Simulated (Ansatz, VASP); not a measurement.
# One calculation of Mg3Zn5O8, two programs

The input INCAR:

```
PREC = Accurate ; ENCUT = 520
EDIFF = 1E-6 ; ISMEAR = 0
SIGMA = 0.02 ; LREAL = Auto
LASPH = T ; NELM = 60
ALGO = Normal ; ISIF = 2
LWAVE = F ; LCHARG = F
GGA = PS ; NBANDS = 71
```

Contents of KPOINTS:

```
regular mesh
0
Gamma
  4 4 4
```

POSCAR

```
Mg3Zn5O8
1.0
    0.0001214041      0.0000700927     -5.1819081577
    3.2293354905      5.6211200203     -0.0001515564
    3.2533649901     -5.6349934584      0.0000000000
Mg Zn O
3 5 8
Direct
    0.5009242315      0.1669258967      0.3325994983
    0.5009242315      0.1669258967      0.8343263984
   -0.0017315824      0.3359043130      0.6679521565
    0.5051220040      0.6648040608      0.3324020304
    0.5032126337      0.6641594510      0.8320797255
    0.0004612370      0.3324239880      0.1662119940
    0.0023453285      0.8344891342      0.6679284808
    0.0023453285      0.8344891342      0.1665606534
    0.6173198666      0.3297755669      0.6648877835
    0.6188197399      0.3310884526      0.1655442263
    0.6196469846      0.8326966559      0.6666285928
    0.6196469846      0.8326966559      0.1660680631
    0.1188954293      0.1689587841      0.3357841572
    0.1188954293      0.1689587841      0.8331746269
    0.1208956519      0.6675456325      0.3337728163
    0.1201965015      0.6681575935      0.8340787967
```

Input for Ansatz:

```yaml
crystal:
  lattice:
    - [0.0001214041, 7.00927e-05, -5.1819081577]
    - [3.2293354905, 5.6211200203, -0.0001515564]
    - [3.2533649901, -5.6349934584, 0.0]
  atoms:
    - { symbol: Mg, position: [0.5009242315, 0.1669258967, 0.3325994983] }
    - { symbol: Mg, position: [0.5009242315, 0.1669258967, 0.8343263984] }
    - { symbol: Zn, position: [0.505122004, 0.6648040608, 0.3324020304] }
    - { symbol: Zn, position: [0.5032126337, 0.664159451, 0.8320797255] }
    - { symbol: Mg, position: [-0.0017315824, 0.335904313, 0.6679521565] }
    - { symbol: Zn, position: [0.000461237, 0.332423988, 0.166211994] }
    - { symbol: Zn, position: [0.0023453285, 0.8344891342, 0.6679284808] }
    - { symbol: Zn, position: [0.0023453285, 0.8344891342, 0.1665606534] }
    - { symbol: O, position: [0.6173198666, 0.3297755669, 0.6648877835] }
    - { symbol: O, position: [0.6188197399, 0.3310884526, 0.1655442263] }
    - { symbol: O, position: [0.6196469846, 0.8326966559, 0.6666285928] }
    - { symbol: O, position: [0.6196469846, 0.8326966559, 0.1660680631] }
    - { symbol: O, position: [0.1188954293, 0.1689587841, 0.3357841572] }
    - { symbol: O, position: [0.1188954293, 0.1689587841, 0.8331746269] }
    - { symbol: O, position: [0.1208956519, 0.6675456325, 0.3337728163] }
    - { symbol: O, position: [0.1201965015, 0.6681575935, 0.8340787967] }
basis:
  ecutwfc: 420
kpoints:
  mp_grid: { grid: [4, 4, 4] }
  band_path: { path: [[0.0, 0.0, 0.0], [0.05, 0.0, 0.0]], npoints: 1 }
hamiltonian:
  xc: pbesol
scf:
  occupations: { method: gaussian, width: 0.02 }
  n_extra_bands: 11
output:
  forces: true
  stress: true
  eigenvalues: true
```

Alike in both runs: task single point; functional PBEsol; k mesh 4 × 4 × 4; occupations gaussian, width 0.02 eV; no spin polarisation.

|  | VASP | Ansatz |
| --- | --- | --- |
| version | VASP 6.6.1 | Ansatz 0.2.0 |
| potentials or method | VASP PAW PBE potentials, release 64 (Mg, Zn, O), cutoff 520 eV | scalar-relativistic, plane waves, PAW |
| valence electrons in the cell | 114 | 138 |

Ansatz gave:

```
gap on the k mesh at the Fermi level (eV) : 1.53
least direct gap on the mesh (eV)         : 1.53
pressure (GPa)                            : 0.0
rms of the force components (eV/Å)        : 0.000
```

Task: Estimate VASP's values.

Result: gap on the k mesh at the Fermi level (eV): 1.52; least direct gap on the mesh (eV): 1.52; pressure (GPa): 0.5; rms of the force components (eV/Å): 0.027.

VASP's potentials were made for PBE, not for PBEsol. VASP's potentials hold 114 valence electrons a cell and Ansatz's 138, so a difference there can come from the potentials and not from the codes.
